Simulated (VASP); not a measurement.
# In5P3: single point with PBE

The system is In5P3.

```xyz
8
Lattice="5.6381 0.0000 0.0000 0.0000 5.6381 0.0000 0.0000 0.0000 5.6381" Properties=species:S:1:pos:R:3 pbc="T T T"
In    0.0000    0.0000    0.0000
In    2.8191    2.8191    2.8191
In    0.0000    2.8191    2.8191
In    2.8191    0.0000    2.8191
In    2.8191    2.8191    0.0000
P     2.8191    0.0000    0.0000
P     0.0000    2.8191    0.0000
P     0.0000    0.0000    2.8191
```

| Quantity | Value |
| --- | --- |
| Program | VASP 6.6.1 |
| Task | single point |
| Functional | PBE |
| Potentials or basis | VASP PAW PBE potentials, release 64 (In_d, P) |
| Cutoff | 520 eV |
| k mesh | 4 × 4 × 4 |
| Occupations | gaussian, width 0.1 eV |
| Spin | no spin polarisation |

| Property | Result |
| --- | --- |
| Pressure | 3.0 GPa |
| Band gap on the k mesh | zero (band 40 reaches 9.05 eV, above the bottom of band 41 at 5.44 eV) |

Levels at points of the mesh, in eV from the Fermi level:
| k point | band 36 | band 37 | band 38 | band 39 | band 40 | band 41 | band 42 | band 43 |
| --- | --- | --- | --- | --- | --- | --- | --- | --- |
| (0.00, 0.00, 0.00) | -2.53 | -2.53 | -2.18 | -1.89 | -1.89 | -1.89 | 0.50 | 0.50 |
| (0.50, 0.00, 0.00) | -3.24 | -1.74 | -1.62 | -1.62 | -0.45 | -0.45 | 0.80 | 0.91 |
| (0.50, 0.50, 0.00) | -2.96 | -1.71 | -0.41 | -0.40 | 0.58 | 0.58 | 1.97 | 2.19 |
| (0.50, 0.50, 0.50) | -0.21 | -0.16 | -0.16 | 1.72 | 1.72 | 1.72 | 2.18 | 2.18 |

It took 43 s on 1 thread of Intel(R) Xeon(R) 6975P-C (Granite Rapids), on a shared host, peak memory 0.27 GiB.

Caveat: spin-orbit coupling is left out, which moves the levels of the heavy elements.
